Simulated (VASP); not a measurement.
# KTi (P4/nmm) in VASP: notebook

Runs on KTi. Level: PBE. Tasks: single point.

Everything below comes from runs of VASP 6.6.1. Logs are shortened: lines on timing, memory, paths and dates and some standing lists are left out, and cuts for length are marked.

### 1 The cell of the first run

It takes space group P4/nmm (No. 129, tetragonal). The conventional cell has a = 4.386 Å, b = 4.386 Å, c = 5.542 Å, α = 90.00°, β = 90.00°, γ = 90.00°. K (site symmetry 4mm) has 4 Ti at 2.55 Å within 3.4 Å. Ti (site symmetry -4m2) has 4 K at 2.55 Å and 4 Ti at 3.10 Å within 3.4 Å.

### 2 Single point, PBE

INCAR reads:

```
SYSTEM = KTi
PREC     = Accurate       ! precision mode
ENCUT    = 520            ! plane-wave cutoff, eV
EDIFF    = 1E-6           ! SCF threshold, eV
ISMEAR   = 0              ! smearing method
SIGMA    = 0.1            ! smearing width, eV
LREAL    = .FALSE.        ! projectors in reciprocal space
LASPH    = .TRUE.         ! aspherical terms in the spheres
NELM     = 100            ! most SCF steps
ALGO     = Normal         ! electronic algorithm
ISIF     = 2              ! what is computed and relaxed
LWAVE    = .FALSE.        ! write WAVECAR
LCHARG   = .FALSE.        ! write CHGCAR
GGA      = PE             ! functional
NBANDS   = 29             ! bands
```

KPOINTS reads:

```
Automatic mesh
0
G
  4 4 4
  0 0 0
```

POSCAR reads:

```
KTi
1.0
    4.3862675369      0.0000000000      0.0000000000
    0.0000000000      4.3862675369      0.0000000000
    0.0000000000      0.0000000000      5.5424304474
K Ti
2 2
Direct
    0.0000000000      0.5000000000      0.2351000000
    0.5000000000      0.0000000000      0.7649000000
    0.0000000000      0.0000000000      0.0000000000
    0.5000000000      0.5000000000      0.0000000000
```

Potentials or basis: VASP PAW PBE potentials, release 64 (K_sv, Ti_sv).

Run with:

```bash
> cat potpaw_PBE.64/K_sv/POTCAR potpaw_PBE.64/Ti_sv/POTCAR > POTCAR
> mpirun -np 1 vasp_std > vasp.out
```

OUTCAR:

```text
SYSTEM = KTi
   PREC = Accurate
   ENCUT = 520
   EDIFF = 1E-6
   ISMEAR = 0
   LREAL = .FALSE.
   LASPH = .TRUE.
   NELM = 100
   ISIF = 2
   GGA = PE

 ion  position               nearest neighbor table
   1  0.000  0.500  0.235-   3 2.55   4 2.55   3 2.55   4 2.55
   2  0.500  0.000  0.765-   3 2.55   4 2.55   4 2.55   3 2.55
   3  0.000  0.000  0.000-   1 2.55   2 2.55   1 2.55   2 2.55
   4  0.500  0.500  0.000-   1 2.55   2 2.55   2 2.55   1 2.55

  LATTYP: Found a simple tetragonal cell.
 ALAT       =     4.3862675369
 C/A-ratio  =     1.2635869565

  Lattice vectors:

 A1 = (   4.3862675369,   0.0000000000,   0.0000000000)
 A2 = (   0.0000000000,   4.3862675369,   0.0000000000)
 A3 = (   0.0000000000,   0.0000000000,   5.5424304474)

Analysis of symmetry for initial positions (statically):
=====================================================================
 Subroutine PRICEL returns:
 Original cell was already a primitive cell.

 Routine SETGRP: Setting up the symmetry group for a
 simple tetragonal supercell.

 Subroutine GETGRP returns: Found 16 space group operations
 (whereof  8 operations were pure point group operations)
 out of a pool of 16 trial point group operations.

The static configuration has the point symmetry D_2d.
 The point group associated with its full space group is D_4h.

Analysis of symmetry for dynamics (positions and initial velocities):
=====================================================================
 Subroutine PRICEL returns:
 Original cell was already a primitive cell.

 Routine SETGRP: Setting up the symmetry group for a
 simple tetragonal supercell.

 Subroutine GETGRP returns: Found 16 space group operations
 (whereof  8 operations were pure point group operations)
 out of a pool of 16 trial point group operations.

The dynamic configuration has the point symmetry D_2d.
 The point group associated with its full space group is D_4h.

 Subroutine INISYM returns: Found 16 space group operations
 (whereof  8 operations are pure point group operations),
 and found     1 'primitive' translations

----------------------------------------------------------------------------------------

                                     Primitive cell

  volume of cell :     106.6327

  direct lattice vectors                    reciprocal lattice vectors
     4.386267537  0.000000000  0.000000000     0.227984269  0.000000000  0.000000000
     0.000000000  4.386267537  0.000000000     0.000000000  0.227984269  0.000000000
     0.000000000  0.000000000  5.542430447     0.000000000  0.000000000  0.180426261

  length of vectors
     4.386267537  4.386267537  5.542430447     0.227984269  0.227984269  0.180426261

  position of ions in fractional coordinates (direct lattice)
     0.000000000  0.500000000  0.235100000
     0.500000000  0.000000000  0.764900000
     0.000000000  0.000000000  0.000000000
     0.500000000  0.500000000  0.000000000

  ion indices of the primitive-cell ions
   primitive index   ion index
                 1           1
                 2           2
                 3           3
                 4           4

----------------------------------------------------------------------------------------

 KPOINTS: Automatic mesh

Automatic generation of k-mesh.
 Grid dimensions read from file:
 generate k-points for:    4    4    4

 Generating k-lattice:

  Cartesian coordinates                     Fractional coordinates (reciprocal lattice)
     0.056996067  0.000000000  0.000000000     0.250000000  0.000000000  0.000000000
     0.000000000  0.056996067  0.000000000     0.000000000  0.250000000  0.000000000
     0.000000000  0.000000000  0.045106565     0.000000000  0.000000000  0.250000000

  Length of vectors
     0.056996067  0.056996067  0.045106565

  Shift w.r.t. Gamma in fractional coordinates (k-lattice)
     0.000000000  0.000000000  0.000000000

 Subroutine IBZKPT returns following result:
 ===========================================

 Found     18 irreducible k-points:

 Following reciprocal coordinates:
            Coordinates               Weight
  0.000000  0.000000  0.000000      1.000000
  0.250000  0.000000  0.000000      4.000000
  0.500000  0.000000  0.000000      2.000000
  0.250000  0.250000  0.000000      4.000000
  0.500000  0.250000  0.000000      4.000000
  0.500000  0.500000  0.000000      1.000000
[... 10 lines left out ...]
  0.500000  0.250000  0.500000      4.000000
  0.500000  0.500000  0.500000      1.000000
   k-points           NKPTS =     18   k-points in BZ     NKDIM =     18   number of bands    NBANDS=     29
   number of dos      NEDOS =    301   number of ions     NIONS =      4
   total plane-waves  NPLWV =  54432
   dimension x,y,z NGX =    36 NGY =   36 NGZ =   42
   dimension x,y,z NGXF=    72 NGYF=   72 NGZF=   84
   ions per type =               2   2
   NGX,Y,Z   is equivalent  to a cutoff of  13.64, 13.64, 12.60 a.u.
   NGXF,Y,Z  is equivalent  to a cutoff of  27.29, 27.29, 25.20 a.u.
 SYSTEM =  KTi
   PREC   = accura    normal or accurate (medium, high low for compatibility)
   ISTART =      0    job   : 0-new  1-cont  2-samecut
   ICHARG =      2    charge: 1-file 2-atom 10-const
   ISPIN  =      1    spin polarized calculation?
   LNONCOLLINEAR =      F non collinear calculations
   LSORBIT =      F    spin-orbit coupling
   LASPH  =      T    aspherical Exc in radial PAW
   ENCUT  =  520.0 eV  38.22 Ry    6.18 a.u.   8.16  8.16 10.31*2*pi/ulx,y,z
   NELM   =    100;   NELMIN=  2; NELMDL= -5     # of ELM steps
   EDIFF  = 0.1E-05   stopping-criterion for ELM
   LREAL  =      F    real-space projection
   EDIFFG = 0.1E-04   stopping-criterion for IOM
   NSW    =      0    number of steps for IOM
   IBRION =     -1    ionic relax: 0-MD 1-quasi-New 2-CG
   NFREE  =      0    steps in history (QN), initial steepest desc. (CG)
   ISIF   =      2    stress and relaxation
   ISYM   =      2    0-nonsym 1-usesym 2-fastsym
   POTIM  = 0.5000    time-step for ionic-motion
   TEBEG  =    0.0;   TEEND  =   0.0 temperature during run
   PSTRESS=    0.0 pullay stress
   NELECT =      42.0000    total number of electrons
   NUPDOWN=      -1.0000    fix difference up-down
   EMIN   =  10.00;   EMAX   =-10.00  energy-range for DOS
   EFERMI =   0.00;   METHOD = LEGACY
   ISMEAR =     0;   SIGMA  =   0.10  broadening in eV -4-tet -1-fermi 0-gaus
   EFERMI_NEDOS =   21; number of points for ismear=-14 and -15
   IALGO  =     38    algorithm
   IMIX   =      4    mixing-type and parameters
     AMIX     =   0.40;   BMIX     =  1.00
     AMIX_MAG =   1.60;   BMIX_MAG =  1.00
  volume/ion in A,a.u.               =      26.66       179.90
  Fermi-wavevector in a.u.,A,eV,Ry     =   1.200036  2.267740 19.593579  1.440087
  Thomas-Fermi vector in A             =   2.335883
   LORBIT       =      0    0 simple, 1 ext, 2 COOP (PROOUT), +10 PAW based schemes
   GGA     = PE    functional components
   LHFCALC =     F    Hartree Fock is set to
   AEXX    =    0.0000 exact exchange contribution
   IVDW    =     0    specifies the selected vdW correction
   LEPSILON=     F    determine dielectric tensor
   LRPA    =     F    only Hartree local field effects (RPA)
 non-spin polarized calculation
 Gauss-broadening in eV      SIGMA  =   0.10
  energy-cutoff  :      520.00
  volume of cell :      106.63
 maximum number of plane-waves:      2900
 NGX is ok and might be reduce to    36
   NGX = 17   NGY = 17   NGZ = 21

 number of electron      42.0000000 magnetization

 Free energy of the ion-electron system (eV)
  ---------------------------------------------------
  ext. energy  EPLUGINS =         0.00000000
  ---------------------------------------------------
  free energy    TOTEN  =        -7.45363053 eV

  energy without entropy =       -7.43535707  energy(sigma->0) =       -7.44449380

 E-fermi :   3.4744     XC(G=0):  -8.8573

 val. band max:        3.3913212048   @ k =   0.0000   0.0000   0.0000
 cond. band min:       3.5301596547   @ k =   0.2500   0.2500   0.0000
 fundamental gap:      0.1388384499
 Fermi energy:         3.4743977698

 k-point     1 :       0.0000    0.0000    0.0000
  band No.  band energies     occupation
      1     -53.6178      2.00000
      2     -53.5754      2.00000
      3     -30.1086      2.00000
      4     -30.0407      2.00000
      5     -30.0407      2.00000
      6     -29.9451      2.00000
[... 21 lines left out ...]
     28       6.0585      0.00000
     29       6.9063      0.00000

 k-point     2 :       0.2500    0.0000    0.0000
  band No.  band energies     occupation
      1     -53.6115      2.00000
      2     -53.5815      2.00000
      3     -30.1225      2.00000
      4     -30.0122      2.00000
      5     -30.0035      2.00000
      6     -29.9619      2.00000
[... 21 lines left out ...]
     28       5.2763      0.00000
     29       6.0094      0.00000

 k-point     3 :       0.5000    0.0000    0.0000
  band No.  band energies     occupation
      1     -53.5963      2.00000
      2     -53.5963      2.00000
      3     -30.0721      2.00000
      4     -30.0721      2.00000
      5     -29.9616      2.00000
      6     -29.9616      2.00000
[... 21 lines left out ...]
     28       4.4831      0.00000
     29       6.5214      0.00000

 k-point     4 :       0.2500    0.2500    0.0000
  band No.  band energies     occupation
      1     -53.6069      2.00000
      2     -53.5857      2.00000
      3     -30.1689      2.00000
      4     -30.0453      2.00000
      5     -30.0061      2.00000
      6     -29.9601      2.00000
[... 405 lines left out ...]
     28       4.8860      0.00000
     29       5.8370      0.00000

 k-point    17 :       0.5000    0.2500    0.5000
  band No.  band energies     occupation
      1     -53.5961      2.00000
      2     -53.5961      2.00000
      3     -30.1612      2.00000
      4     -30.1612      2.00000
      5     -29.9781      2.00000
      6     -29.9781      2.00000
[... 21 lines left out ...]
     28       4.5270      0.00000
     29       5.6605      0.00000

 k-point    18 :       0.5000    0.5000    0.5000
  band No.  band energies     occupation
      1     -53.5960      2.00000
      2     -53.5960      2.00000
      3     -30.2233      2.00000
      4     -30.2233      2.00000
      5     -29.9748      2.00000
      6     -29.9748      2.00000
[... 21 lines left out ...]
     28       5.5481      0.00000
     29       6.1402      0.00000

------------------------ aborting loop because EDIFF is reached ----------------------------------------

  FORCE on cell =-STRESS in cart. coord.  units (eV):
  Direction    XX          YY          ZZ          XY          YZ          ZX
  --------------------------------------------------------------------------------------
  -------------------------------------------------------------------------------------
  Total        4.8697670      4.8697670      6.7491482      0.0000000      0.0000000      0.0000000
  in kB       73.1691948     73.1691948    101.4072628      0.0000000      0.0000000      0.0000000
  external PRESSURE =      82.5818841 kB  Pullay stress =       0.0000000 kB

 VOLUME and BASIS-vectors are now :
 -----------------------------------------------------------------------------
  energy-cutoff  :      520.00
  volume of cell :      106.63
      direct lattice vectors                 reciprocal lattice vectors
     4.386267537  0.000000000  0.000000000     0.227984269  0.000000000  0.000000000
     0.000000000  4.386267537  0.000000000     0.000000000  0.227984269  0.000000000
     0.000000000  0.000000000  5.542430447     0.000000000  0.000000000  0.180426261

 POSITION                                       TOTAL-FORCE (eV/Angst)
 -----------------------------------------------------------------------------------
      0.00000      2.19313      1.30303         0.000000      0.000000      3.582219
      2.19313      0.00000      4.23941        -0.000000      0.000000     -3.582219
      0.00000      0.00000      0.00000         0.000000      0.000000      0.000000
      2.19313      2.19313      0.00000         0.000000     -0.000000      0.000000
 -----------------------------------------------------------------------------------
    total drift:                                0.000000      0.000000      0.000000

  FREE ENERGIE OF THE ION-ELECTRON SYSTEM (eV)
  ---------------------------------------------------
  free  energy   TOTEN  =        -7.4536305268 eV

  energy  without entropy=       -7.4353570738  energy(sigma->0) =       -7.44449380
```

Run time: 37 s. Hardware: 1 thread of AMD EPYC 9R14 (Zen 4), shared host; peak memory 0.2 GiB.

What came out:

```
Free energy            : -7.4536 eV
Pressure               : 8.3 GPa
Largest force          : 3.582 eV/Å
Band gap on the k mesh : zero (band 21 reaches 3.72 eV, above the bottom of band 22 at 3.11 eV)
```

Forces in eV/Å, atoms in the order of the input:
```
K    0.000  0.000  3.582
K    0.000  0.000 -3.582
Ti   0.000  0.000  0.000
Ti   0.000  0.000  0.000
```

Caveat: forces of over 1 eV/Å act on the atoms, so gaps and moduli don't describe the material at rest.

### 3 Single point, PBE

This run uses another cell than the first one, of 37.01 Å³/atom, 1.388 times its volume.

INCAR reads:

```
PREC = Accurate
ENCUT = 520
EDIFF = 1E-6
ISMEAR = 0
SIGMA = 0.1
LREAL = False
LASPH = True
NELM = 60
ALGO = Normal
ISIF = 2
LWAVE = False
LCHARG = True
GGA = PE
LELF = True
LVHAR = True
NBANDS = 29
```

KPOINTS reads:

```
Automatic mesh
0
Gamma
  6 6 2
```

POSCAR reads:

```
KTi
1.0
    3.6654718194      0.0000000000      0.0000000000
    0.0000000000      3.6654718194      0.0000000000
    0.0000000000      0.0000000000     11.0193212154
K Ti
2 2
Direct
    0.0000000000      0.5000000000      0.3002070987
    0.5000000000      0.0000000000      0.6997929013
    0.0000000000      0.0000000000      0.0000000000
    0.5000000000      0.5000000000      0.0000000000
```

Potentials or basis: VASP PAW PBE potentials, release 64 (K_sv, Ti_sv).

Run with:

```bash
> cat potpaw_PBE.64/K_sv/POTCAR potpaw_PBE.64/Ti_sv/POTCAR > POTCAR
> mpirun -np 1 vasp_std > vasp.out
```

Wall time 56 s (1 thread of AMD EPYC 9R14 (Zen 4), shared host); peak memory 0.24 GiB.

The run converged. Its results:

```
Free energy            : -14.9048 eV
Pressure               : 0.0 GPa
Largest force          : 0.007 eV/Å
Band gap on the k mesh : zero (band 21 reaches 3.05 eV, above the bottom of band 22 at 1.69 eV)
```

Forces in eV/Å, atoms in the order of the input:
```
K    0.000  0.000 -0.007
K    0.000  0.000  0.007
Ti   0.000  0.000  0.000
Ti   0.000  0.000  0.000
```

Levels at points of the mesh, in eV from the Fermi level:
```csv
k point,band 17,band 18,band 19,band 20,band 21,band 22,band 23,band 24,band 25,band 26
"(0.00, 0.00, 0.00)",-4.13,-2.13,-1.80,-1.40,-1.06,-0.36,0.33,0.33,1.51,2.21
"(0.50, 0.00, 0.00)",-1.43,-1.43,-0.34,-0.34,0.62,0.62,1.07,1.07,1.14,1.14
"(0.50, 0.50, 0.00)",-1.03,-1.03,-0.75,-0.75,0.99,0.99,1.08,1.08,2.28,2.28
"(0.00, 0.00, 0.50)",-4.11,-2.13,-2.10,-1.07,-1.06,-0.13,0.33,0.33,0.91,2.22
"(0.50, 0.00, 0.50)",-1.43,-1.43,-0.35,-0.35,0.63,0.63,1.07,1.07,1.10,1.10
"(0.50, 0.50, 0.50)",-1.03,-1.03,-0.75,-0.75,1.00,1.00,1.16,1.16,2.14,2.14
```
